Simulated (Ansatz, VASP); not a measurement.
**AlN in VASP and in Ansatz**

The input POSCAR:

```
AlN
1.0
    0.0000000000      2.0479920218      2.0479920218
    2.0479920218      0.0000000000      2.0479920218
    2.0479920218      2.0479920218      0.0000000000
Al N
1 1
Direct
    0.5000000000      0.5000000000      0.5000000000
    0.0000000000      0.0000000000      0.0000000000
```

File INCAR.step1:

```
ALGO = Normal
EDIFF = 1E-5
ENCUT = 520
GGA = PE
ISIF = 2
ISMEAR = -1
LASPH = T
LREAL = F
LWAVE = T
NBANDS = 11
NELM = 100
PREC = Accurate
SIGMA = 0.05
```

File INCAR.step2:

```
AEXX = 0.25
ALGO = Normal
EDIFF = 1E-6
ENCUT = 520
GGA = PE
ISIF = 2
ISMEAR = -1
ISTART = 1
LASPH = T
LCHARG = T
LELF = T
LHFCALC = T
LREAL = F
LVHAR = T
LWAVE = F
NBANDS = 11
NELM = 100
PREC = Accurate
PRECFOCK = Normal
SIGMA = 0.05
```

KPOINTS

```
k-points
0
Gamma
  6 6 6
```

File input.yaml:

```yaml
crystal:
  lattice:
    - [0.0, 2.0479920218, 2.0479920218]
    - [2.0479920218, 0.0, 2.0479920218]
    - [2.0479920218, 2.0479920218, 0.0]
  atoms:
    - { symbol: Al, position: [0.5, 0.5, 0.5] }
    - { symbol: "N", position: [0.0, 0.0, 0.0] }
hamiltonian:
  xc: pbe0
  pseudopotentials: { kind: paw }
kpoints:
  mp_grid: { grid: [6, 6, 6] }
scf:
  occupations: { method: fermi_dirac, width: 0.05 }
output:
  forces: true
  stress: true
  eigenvalues: true
  write_density: true
  write_potential: true
  elf: true
  volumetric_format: npy
```

Alike in both runs: task single point; functional PBE0; k mesh 6 × 6 × 6; occupations fermi-dirac, width 0.05 eV; no spin polarisation.

|  | VASP | Ansatz |
| --- | --- | --- |
| version | VASP 6.6.1 | Ansatz 0.2.0 |
| potentials or method | VASP PAW PBE potentials, release 64 (Al, N) | Ansatz PAW |
| plane-wave cutoff (eV) | 520 | 420 |
| valence electrons in the cell | 8 | 8 |

```csv
,VASP,Ansatz,Ansatz less VASP
gap on the k mesh at the Fermi level (eV),6.34,6.38,+0.043
least direct gap on the mesh (eV),7.36,7.34,-0.017
pressure (GPa),-12.3,-12.4,-0.08
```

With one functional, cell and mesh, what is left measures potentials, basis and numerics.

The k mesh is coarse, so the values compare programs but aren't converged.
